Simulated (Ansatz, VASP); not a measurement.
## Two plane-wave programs on RuPt7Se16

INCAR

```
SYSTEM = RuPt7Se16
  ALGO = Normal
  EDIFF = 1E-7
  ENCUT = 520
  GGA = PS
  ISIF = 2
  ISMEAR = 0
  ISPIN = 2
  KPAR = 4
  LASPH = .TRUE.
  LCHARG = .TRUE.
  LDAU = .TRUE.
  LDAUJ = 0 0 0
  LDAUL = 2 -1 -1
  LDAUPRINT = 1
  LDAUTYPE = 2
  LDAUU = 4 0 0
  LMAXMIX = 4
  LORBIT = 11
  LREAL = Auto
  LVHAR = .TRUE.
  LWAVE = .FALSE.
  MAGMOM = 4 0 0 0 0 0 0 0 0 0 0 0 0 0 0 0 0 0 0 0 0 0 0 0
  NBANDS = 112
  NELM = 150
  PREC = Accurate
  SIGMA = 0.05
```

KPOINTS

```
k-points
0
G
  3 3 2
  0 0 0
```

POSCAR

```
RuPt7Se16
1.0
    7.4480000000      0.0000000000      0.0000000000
   -3.7240000000      6.4501572000      0.0000000000
    0.0000000000      0.0000000000     10.1240000000
Ru Pt Se
1 7 16
Direct
    1.0000000000      1.0000000000      0.0000000000
    1.0000000000      1.0000000000      0.5000000000
    0.0000000000      0.5000000000      0.0000000000
    0.0000000000      0.5000000000      0.5000000000
    0.5000000000      1.0000000000      0.0000000000
    0.5000000000      1.0000000000      0.5000000000
    0.5000000000      0.5000000000      0.0000000000
    0.5000000000      0.5000000000      0.5000000000
    0.1637911303      0.3275822607      0.1272082311
    0.1665432399      0.3330864798      0.6284345510
    0.1637911303      0.8362088697      0.1272082311
    0.1665432399      0.8334567601      0.6284345510
    0.6666666667      0.3333333333      0.1250914883
    0.6666666667      0.3333333333      0.6286561822
    0.6724177393      0.8362088697      0.1272082311
    0.6669135202      0.8334567601      0.6284345510
    0.3330864798      0.1665432399      0.3715654490
    0.3275822607      0.1637911303      0.8727917689
    0.3333333333      0.6666666667      0.3713438178
    0.3333333333      0.6666666667      0.8749085117
    0.8334567601      0.1665432399      0.3715654490
    0.8362088697      0.1637911303      0.8727917689
    0.8334567601      0.6669135202      0.3715654490
    0.8362088697      0.6724177393      0.8727917689
```

Input for Ansatz:

```yaml
crystal:
  lattice:
    - [7.448, 0.0, 0.0]
    - [-3.724, 6.4501572, 0.0]
    - [0.0, 0.0, 10.124]
  atoms:
    - { symbol: Ru, position: [1.0, 1.0, 0.0], spin: 4.0 }
    - { symbol: Pt, position: [1.0, 1.0, 0.5] }
    - { symbol: Pt, position: [0.0, 0.5, 0.0] }
    - { symbol: Pt, position: [0.0, 0.5, 0.5] }
    - { symbol: Pt, position: [0.5, 1.0, 0.0] }
    - { symbol: Pt, position: [0.5, 1.0, 0.5] }
    - { symbol: Pt, position: [0.5, 0.5, 0.0] }
    - { symbol: Pt, position: [0.5, 0.5, 0.5] }
    - { symbol: Se, position: [0.1637911303, 0.3275822607, 0.1272082311] }
    - { symbol: Se, position: [0.1665432399, 0.3330864798, 0.628434551] }
    - { symbol: Se, position: [0.1637911303, 0.8362088697, 0.1272082311] }
    - { symbol: Se, position: [0.1665432399, 0.8334567601, 0.628434551] }
    - { symbol: Se, position: [0.6666666667, 0.3333333333, 0.1250914883] }
    - { symbol: Se, position: [0.6666666667, 0.3333333333, 0.6286561822] }
    - { symbol: Se, position: [0.6724177393, 0.8362088697, 0.1272082311] }
    - { symbol: Se, position: [0.6669135202, 0.8334567601, 0.628434551] }
    - { symbol: Se, position: [0.3330864798, 0.1665432399, 0.371565449] }
    - { symbol: Se, position: [0.3275822607, 0.1637911303, 0.8727917689] }
    - { symbol: Se, position: [0.3333333333, 0.6666666667, 0.3713438178] }
    - { symbol: Se, position: [0.3333333333, 0.6666666667, 0.8749085117] }
    - { symbol: Se, position: [0.8334567601, 0.1665432399, 0.371565449] }
    - { symbol: Se, position: [0.8362088697, 0.1637911303, 0.8727917689] }
    - { symbol: Se, position: [0.8334567601, 0.6669135202, 0.371565449] }
    - { symbol: Se, position: [0.8362088697, 0.6724177393, 0.8727917689] }
basis:
  ecutwfc: 420
  ecutrho_ratio: 4
kpoints:
  mp_grid: { grid: [3, 3, 2] }
hamiltonian:
  xc: pbesol
  hubbard: { sites: [{ site: 0, l: d, u_eff: 4.0 }] }
scf:
  occupations: { method: gaussian, width: 0.05 }
  lower_state_search: "off"
  max_iter: 150
output:
  forces: true
  stress: true
  eigenvalues: true
  populations: true
  hubbard: { sites: [{ site: 0, l: d }] }
magnetization:
  spin_polarized: true
```

Alike in both runs: task single point; functional PBEsol; k mesh 3 × 3 × 2; occupations gaussian, width 0.05 eV; collinear spin; Hubbard terms Ru d U = 4.0 eV.

|  | VASP | Ansatz |
| --- | --- | --- |
| version | VASP 6.6.1 | Ansatz 0.2.0 |
| potentials or method | VASP PAW PBE potentials, release 64 (Ru_pv, Pt, Se), cutoff 520 eV | scalar-relativistic, plane waves, PAW |
| valence electrons in the cell | 180 | 398 |

Ansatz gave:

| Item | Value |
| --- | --- |
| gap on the k mesh at the Fermi level (eV) | none |
| pressure (GPa) | -1.0 |
| traceless stress, the component that is largest in VASP (GPa) | -1.06 |
| rms of the force components (eV/Å) | 0.035 |
| net moment per atom (μB) | 0.00 |

Problem. What did VASP give for the same quantities?

Solution. gap on the k mesh at the Fermi level (eV): none; pressure (GPa): -0.8; traceless stress, the component that is largest in VASP (GPa): -0.99; rms of the force components (eV/Å): 0.030; net moment per atom (μB): 0.00.

VASP's potentials were made for PBE, not for PBEsol. The programs project onto different local orbitals, so the same U acts differently, and such runs can settle in different states. Atom by atom the forces differ by 0.015 eV/Å (rms over components). A gap of «none» marks a metal or a gap that the smearing closes. VASP's potentials hold 180 valence electrons a cell and Ansatz's 398, so a difference there can come from the potentials and not from the codes. Ansatz's warnings: filled band counts differ across k points, seeded moment not kept.

Spin-orbit coupling is off throughout.
